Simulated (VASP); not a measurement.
# TiC (Fm-3m) in VASP: settings compared, part 2 of 3

VASP 6.6.1. Earlier steps stand in the parts before.

### Step 3. Single point, r2SCAN+U

Input file POSCAR:

```
TiC
1.0
    0.0000000000      2.1657188437      2.1657188437
    2.1657188437      0.0000000000      2.1657188437
    2.1657188437      2.1657188437      0.0000000000
Ti C
1 1
Direct
    0.0000000000      0.0000000000      0.0000000000
    0.5000000000      0.5000000000      0.5000000000
```

Input file INCAR.step1:

```
  PREC = Accurate
  ENCUT = 520
  ISMEAR = -1
  SIGMA = 0.05
  LREAL = F
  LASPH = T
  NELM = 150
  LMAXMIX = 4
  LDAU = T
  LDAUTYPE = 2
  LDAUL = 2 -1
  LDAUU = 1 0
  LDAUJ = 0 0
  NBANDS = 15
  GGA = PE
  ALGO = Normal
  EDIFF = 1E-4
  LWAVE = T
  LCHARG = F
```

Input file INCAR.step2:

```
  PREC = Accurate
  ENCUT = 520
  EDIFF = 1E-6
  ISMEAR = -1
  SIGMA = 0.05
  LREAL = F
  LASPH = T
  NELM = 150
  ALGO = Normal
  ISIF = 2
  LWAVE = F
  LCHARG = F
  LMAXMIX = 4
  LDAU = T
  LDAUTYPE = 2
  LDAUL = 2 -1
  LDAUU = 1 0
  LDAUJ = 0 0
  LDAUPRINT = 1
  METAGGA = R2SCAN
  LMIXTAU = T
  NBANDS = 15
  ISTART = 1
```

Input file KPOINTS:

```
regular mesh
0
Gamma
  11 11 11
```

Potentials or basis: VASP PAW PBE potentials, release 64 (Ti_sv, C).

Run with:

```bash
$ cat potpaw_PBE.64/Ti_sv/POTCAR potpaw_PBE.64/C/POTCAR > POTCAR
$ cp INCAR.step1 INCAR
$ mpirun -np 1 vasp_std > vasp.out
$ cp INCAR.step2 INCAR
$ mpirun -np 1 vasp_std > vasp.out
```

OUTCAR:

```text
PREC = Accurate
   ENCUT = 520
   EDIFF = 1E-6
   ISMEAR = -1
   LREAL = F
   LASPH = T
   NELM = 150
   ISIF = 2
   METAGGA = R2SCAN
   ISTART = 1

 ion  position               nearest neighbor table
   1  0.000  0.000  0.000-   2 2.17   2 2.17   2 2.17   2 2.17   2 2.17   2 2.17
   2  0.500  0.500  0.500-   1 2.17   1 2.17   1 2.17   1 2.17   1 2.17   1 2.17

  LATTYP: Found a face centered cubic cell.
 ALAT       =     4.3314376874

  Lattice vectors:

 A1 = (   0.0000000000,   2.1657188437,   2.1657188437)
 A2 = (   2.1657188437,   0.0000000000,   2.1657188437)
 A3 = (   2.1657188437,   2.1657188437,   0.0000000000)

Analysis of symmetry for initial positions (statically):
=====================================================================
 Subroutine PRICEL returns:
 Original cell was already a primitive cell.

 Routine SETGRP: Setting up the symmetry group for a
 face centered cubic supercell.

 Subroutine GETGRP returns: Found 48 space group operations
[... 9 lines left out ...]

 Routine SETGRP: Setting up the symmetry group for a
 face centered cubic supercell.

 Subroutine GETGRP returns: Found 48 space group operations
[... 11 lines left out ...]
                                     Primitive cell

  volume of cell :      20.3159

  direct lattice vectors                    reciprocal lattice vectors
     0.000000000  2.165718844  2.165718844    -0.230870227  0.230870227  0.230870227
     2.165718844  0.000000000  2.165718844     0.230870227 -0.230870227  0.230870227
     2.165718844  2.165718844  0.000000000     0.230870227  0.230870227 -0.230870227

  length of vectors
     3.062788961  3.062788961  3.062788961     0.399878962  0.399878962  0.399878962

  position of ions in fractional coordinates (direct lattice)
[... 8 lines left out ...]
----------------------------------------------------------------------------------------
[... 139 lines left out ...]
  o =  0.2857  v =  0.0000  0.0000  0.0000  0.0000  0.0000  0.0000 -0.0000 -1.0000  0.0000  0.0034      0.0000  0.0000  0.0000  0.0000  0.0000  0.0000  0.0000  0.0000  0.0000  0.0000
  o =  0.2857  v =  0.0000 -0.0000 -1.0000  0.0000  0.0034  0.0000  0.0000  0.0000  0.0000  0.0000      0.0000  0.0000  0.0000  0.0000  0.0000  0.0000  0.0000  0.0000  0.0000  0.0000
  o =  0.2857  v =  0.0000  0.0000  0.0000  0.0000  0.0000  0.0000 -0.0000 -0.0034 -0.0000 -1.0000      0.0000  0.0000  0.0000  0.0000  0.0000  0.0000  0.0000  0.0000  0.0000  0.0000
  o =  0.2857  v =  0.0000 -0.0000 -0.0034 -0.0000 -1.0000  0.0000  0.0000  0.0000  0.0000  0.0000      0.0000  0.0000  0.0000  0.0000  0.0000  0.0000  0.0000  0.0000  0.0000  0.0000

 number of electron      16.0000000 magnetization

 Free energy of the ion-electron system (eV)
  ---------------------------------------------------
  ext. energy  EPLUGINS =         0.00000000
  ---------------------------------------------------
  free energy    TOTEN  =       -24.12403358 eV

  energy without entropy =      -24.12146919  energy(sigma->0) =      -24.12275138

 E-fermi :   9.7012     XC(G=0): -13.5909

 val. band max:        9.5606767736   @ k =   0.0909   0.0000   0.0000
 cond. band min:       9.7197051632   @ k =   0.0909   0.0000   0.0000
 fundamental gap:      0.1590283896
 Fermi energy:         9.7012421453

 k-point     1 :       0.0000    0.0000    0.0000
  band No.  band energies     occupation
      1     -49.6347      2.00000
      2     -24.6039      2.00000
      3     -24.6039      2.00000
      4     -24.6038      2.00000
      5      -3.6764      2.00000
      6      10.5750      0.00000
      7      10.5750      0.00000
      8      10.5750      0.00000
      9      11.2291      0.00000
     10      11.2291      0.00000
     11      11.2291      0.00000
     12      11.2956      0.00000
     13      11.2956      0.00000
     14      20.7255      0.00000
[... 401 lines left out ...]
      2     -24.8815      2.00000
      3     -24.7120      2.00000
      4     -24.6225      2.00000
      5      -1.9176      2.00000
      6       6.1119      2.00000
      7       7.1995      2.00000
      8       7.6167      2.00000
      9      11.4664      0.00000
     10      12.4599      0.00000
     11      13.4145      0.00000
     12      14.1649      0.00000
     13      17.1270      0.00000
     14      22.0424      0.00000
     15      23.6562      0.00000

 [... further k-points ...]
[... 5 lines left out ...]
  --------------------------------------------------------------------------------------
  -------------------------------------------------------------------------------------
  Total        0.3990835      0.3990835      0.3990835      0.0000000      0.0000000     -0.0000000
  in kB       31.4729990     31.4729990     31.4729990      0.0000000      0.0000000     -0.0000000
  external PRESSURE =      31.4729990 kB  Pullay stress =       0.0000000 kB

 VOLUME and BASIS-vectors are now :
 -----------------------------------------------------------------------------
  energy-cutoff  :      520.00
  volume of cell :       20.32
      direct lattice vectors                 reciprocal lattice vectors
     0.000000000  2.165718844  2.165718844    -0.230870227  0.230870227  0.230870227
     2.165718844  0.000000000  2.165718844     0.230870227 -0.230870227  0.230870227
     2.165718844  2.165718844  0.000000000     0.230870227  0.230870227 -0.230870227

 POSITION                                       TOTAL-FORCE (eV/Angst)
 -----------------------------------------------------------------------------------
      0.00000      0.00000      0.00000         0.000000     -0.000000      0.000000
      2.16572      2.16572      2.16572        -0.000000      0.000000     -0.000000
 -----------------------------------------------------------------------------------
    total drift:                                0.000000     -0.000000     -0.000000

  FREE ENERGIE OF THE ION-ELECTRON SYSTEM (eV)
  ---------------------------------------------------
  free  energy   TOTEN  =       -24.1240335759 eV

  energy  without entropy=      -24.1214691876  energy(sigma->0) =      -24.12275138
```

OUTCAR.step1:

```text
PREC = Accurate
   ENCUT = 520
   ISMEAR = -1
   LREAL = F
   LASPH = T
   NELM = 150
[... 654 lines left out ...]
 -----------------------------------------------------------------------------------
      0.00000      0.00000      0.00000         0.000000      0.000000     -0.000000
      2.16572      2.16572      2.16572        -0.000000      0.000000      0.000000
 -----------------------------------------------------------------------------------
    total drift:                                0.000000     -0.000000     -0.000000

  FREE ENERGIE OF THE ION-ELECTRON SYSTEM (eV)
  ---------------------------------------------------
  free  energy   TOTEN  =       -17.9465213699 eV

  energy  without entropy=      -17.9441298832  energy(sigma->0) =      -17.94532563
```

OSZICAR.step1:

```text
N       E                     dE             d eps       ncg     rms          rms(c)
DAV:   1     0.118721867589E+03    0.11872E+03   -0.81086E+03  1687   0.127E+03
DAV:   2    -0.161983056144E+02   -0.13492E+03   -0.12623E+03  1834   0.340E+02
DAV:   3    -0.234976284574E+02   -0.72993E+01   -0.71711E+01  2066   0.786E+01
DAV:   4    -0.238146922562E+02   -0.31706E+00   -0.31681E+00  2238   0.145E+01
DAV:   5    -0.238205757890E+02   -0.58835E-02   -0.58830E-02  2099   0.180E+00    0.187E+01
DAV:   6    -0.184658405356E+02    0.53547E+01   -0.12267E+01  2356   0.569E+01    0.669E+00
DAV:   7    -0.179759569354E+02    0.48988E+00   -0.21529E+00  1973   0.200E+01    0.483E+00
DAV:   8    -0.179540887425E+02    0.21868E-01   -0.10287E-01  1912   0.337E+00    0.335E+00
DAV:   9    -0.179511764943E+02    0.29122E-02   -0.10473E-01  2266   0.446E+00    0.841E-01
DAV:  10    -0.179489754571E+02    0.22010E-02   -0.12733E-02  2187   0.151E+00    0.671E-01
DAV:  11    -0.179467446370E+02    0.22308E-02   -0.28405E-03  1939   0.752E-01    0.228E-01
DAV:  12    -0.179465313330E+02    0.21330E-03   -0.38633E-04  2177   0.268E-01    0.482E-02
DAV:  13    -0.179465213699E+02    0.99630E-05   -0.60489E-05  1031   0.695E-02
   1 F= -.17946521E+02 E0= -.17945326E+02  d E =-.239149E-02
```

Wall time 2.8 min (1 thread of AMD EPYC 7R43 (Zen 3), shared host); peak memory 0.12 GiB.

Results:

```
Free energy            : -24.1240 eV
Pressure               : 3.1 GPa
Band gap on the k mesh : zero (band 8 reaches 10.57 eV, above the bottom of band 9 at 9.13 eV)
```

Levels at points of the mesh, in eV from the Fermi level:
| k point | band 6 | band 7 | band 8 | band 9 | band 10 | band 11 |
| --- | --- | --- | --- | --- | --- | --- |
| (0.00, 0.00, 0.00) | 0.87 | 0.87 | 0.87 | 1.53 | 1.53 | 1.53 |

Eigenvalues of the final occupation matrices:
```csv
site,spin,trace,eigenvalues
site 1 d,1,0.95,0.13 0.13 0.13 0.29 0.29
site 1 d,2,0.95,0.13 0.13 0.13 0.29 0.29
```

Caveat: the PAW data sets were made with another functional, which shifts forces and pressure a little; U without spin polarisation on a metal has little footing; the U is typed as a test and isn't derived for this compound.

### Step 4. Single point, PBE+D4

This run uses another cell than the first one, of 9.97 Å³/atom, 0.982 times its volume.

Input file INCAR:

```
  PREC = Accurate
  ENCUT = 520
  EDIFF = 1E-7
  ISMEAR = -1
  SIGMA = 0.05
  LREAL = False
  LASPH = True
  NELM = 60
  ALGO = Normal
  ISIF = 2
  LWAVE = False
  LCHARG = True
  GGA = PE
  IVDW = 13
  LELF = True
  LVHAR = True
  NBANDS = 15
```

KPOINTS is that of step 3.

Input file POSCAR:

```
TiC
1.0
    0.0000000000      2.1525856531      2.1525856531
    2.1525856531      0.0000000000      2.1525856531
    2.1525856531      2.1525856531      0.0000000000
Ti C
1 1
Direct
    0.0000000000      0.0000000000      0.0000000000
    0.5000000000      0.5000000000      0.5000000000
```

Potentials or basis: VASP PAW PBE potentials, release 64 (Ti_sv, C).

Run with:

```bash
$ cat potpaw_PBE.64/Ti_sv/POTCAR potpaw_PBE.64/C/POTCAR > POTCAR
$ mpirun -np 1 vasp_std > vasp.out
```

OUTCAR:

```text
PREC = Accurate
   ENCUT = 520
   EDIFF = 1E-7
   ISMEAR = -1
   LREAL = False
   LASPH = True
   NELM = 60
   ISIF = 2
   GGA = PE
   IVDW = 13

 ion  position               nearest neighbor table
   1  0.000  0.000  0.000-   2 2.15   2 2.15   2 2.15   2 2.15   2 2.15   2 2.15
   2  0.500  0.500  0.500-   1 2.15   1 2.15   1 2.15   1 2.15   1 2.15   1 2.15

  LATTYP: Found a face centered cubic cell.
 ALAT       =     4.3051713062

  Lattice vectors:

 A1 = (   0.0000000000,   2.1525856531,   2.1525856531)
 A2 = (   2.1525856531,   0.0000000000,   2.1525856531)
[... 617 lines left out ...]

  DFT-D4 for vdW energy calculation

  Edisp (eV):   -0.56428

  FORCE on cell =-STRESS in cart. coord.  units (eV):
  Direction    XX          YY          ZZ          XY          YZ          ZX
  --------------------------------------------------------------------------------------
  -------------------------------------------------------------------------------------
  Total       0.03134     0.03134     0.03134    -0.00000     0.00000    -0.00000
  in kB       2.51720     2.51720     2.51720    -0.00000     0.00000    -0.00000
  external pressure =        2.52 kB  Pullay stress =        0.00 kB

 VOLUME and BASIS-vectors are now :
 -----------------------------------------------------------------------------
  energy-cutoff  :      520.00
  volume of cell :       19.95
      direct lattice vectors                 reciprocal lattice vectors
     0.000000000  2.152585653  2.152585653    -0.232278794  0.232278794  0.232278794
     2.152585653  0.000000000  2.152585653     0.232278794 -0.232278794  0.232278794
     2.152585653  2.152585653  0.000000000     0.232278794  0.232278794 -0.232278794

 POSITION                                       TOTAL-FORCE (eV/Angst)
 -----------------------------------------------------------------------------------
      0.00000      0.00000      0.00000         0.000000      0.000000     -0.000000
      2.15259      2.15259      2.15259         0.000000      0.000000      0.000000
 -----------------------------------------------------------------------------------
    total drift:                                0.000000     -0.000000     -0.000000

  FREE ENERGIE OF THE ION-ELECTRON SYSTEM (eV)
  ---------------------------------------------------
  free  energy   TOTEN  =       -19.2679178940 eV

  energy  without entropy=      -19.2655451564  energy(sigma->0) =      -19.26673153
```

OSZICAR:

```text
N       E                     dE             d eps       ncg     rms          rms(c)
DAV:   1     0.118565700383E+03    0.11857E+03   -0.80345E+03  1680   0.128E+03
DAV:   2    -0.170098551588E+02   -0.13558E+03   -0.12767E+03  1834   0.335E+02
DAV:   3    -0.239983566929E+02   -0.69885E+01   -0.68829E+01  2142   0.767E+01
DAV:   4    -0.242593079283E+02   -0.26095E+00   -0.26079E+00  2070   0.134E+01
DAV:   5    -0.242656960406E+02   -0.63881E-02   -0.63876E-02  2158   0.185E+00    0.186E+01
DAV:   6    -0.192764675737E+02    0.49892E+01   -0.11672E+01  2356   0.564E+01    0.681E+00
DAV:   7    -0.187333143073E+02    0.54315E+00   -0.20682E+00  1958   0.203E+01    0.504E+00
DAV:   8    -0.187096130904E+02    0.23701E-01   -0.10533E-01  1855   0.358E+00    0.328E+00
DAV:   9    -0.187069730911E+02    0.26400E-02   -0.86788E-02  2293   0.392E+00    0.767E-01
DAV:  10    -0.187053591978E+02    0.16139E-02   -0.10983E-02  2222   0.141E+00    0.617E-01
DAV:  11    -0.187037084996E+02    0.16507E-02   -0.26403E-03  1974   0.722E-01    0.144E-01
DAV:  12    -0.187036427201E+02    0.65780E-04   -0.24581E-04  2010   0.161E-01    0.376E-02
DAV:  13    -0.187036369141E+02    0.58059E-05   -0.27925E-05  1946   0.444E-02    0.613E-03
DAV:  14    -0.187036370864E+02   -0.17222E-06   -0.64508E-07  2070   0.625E-03    0.518E-03
DAV:  15    -0.187036369184E+02    0.16792E-06   -0.22195E-07  1939   0.609E-03    0.100E-03
DAV:  16    -0.187036369318E+02   -0.13319E-07   -0.91382E-09  1008   0.108E-03
   1 F= -.19267918E+02 E0= -.19266732E+02  d E =-.237274E-02
```

Wall time 12 s (1 thread of Intel Xeon Platinum 8488C (Sapphire Rapids), shared host); peak memory 0.14 GiB.

What came out:

| Quantity | Value |
| --- | --- |
| Free energy | -19.2679 eV |
| Pressure | 0.3 GPa |
| Band gap on the k mesh | zero (band 8 reaches 10.33 eV, above the bottom of band 9 at 9.22 eV) |
| Dispersion energy per atom | -0.282 eV |

Caveat: pairwise dispersion overbinds metals, which lowers pressure and volume.

(Part 2 of 3 ends here.)
